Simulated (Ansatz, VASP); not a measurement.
## One calculation of PtS2, two programs

```xyz
3
Lattice="3.5526 0.0000 0.0000 -1.7763 3.0767 0.0000 0.0000 0.0000 5.1228" Properties=species:S:1:pos:R:3 pbc="T T T"
Pt    0.0000    0.0000    0.0000
S     0.0000    2.0511    1.2257
S     1.7763    1.0256    3.8972
```

Alike in both runs: task single point; functional PBE; k mesh 12 × 12 × 6; occupations fermi-dirac, width 0.02 eV; no spin polarisation.

|  | VASP | Ansatz |
| --- | --- | --- |
| version | VASP 6.6.1 | Ansatz 0.2.0 |
| potentials or method | VASP PAW PBE potentials, release 64 (Pt, S) | plane waves, PAW |
| plane-wave cutoff (eV) | 520 | 420 |
| valence electrons in the cell | 22 | 30 |

VASP gave:

| Quantity | Value |
| --- | --- |
| pressure (GPa) | 3.2 |
| traceless stress, the component that is largest in VASP (GPa) | -0.88 |
| rms of the force components (eV/Å) | 0.012 |

Task: What did Ansatz give for the same quantities?

Result: Pressure (GPa): 3.6; traceless stress, the component that is largest in VASP (GPa): -1.02; rms of the force components (eV/Å): 0.031.

Atom by atom the forces differ by 0.019 eV/Å (rms over components). VASP's potentials hold 22 valence electrons a cell and Ansatz's 30, so a difference there can come from the potentials and not from the codes.

Neither program's run includes spin-orbit coupling.
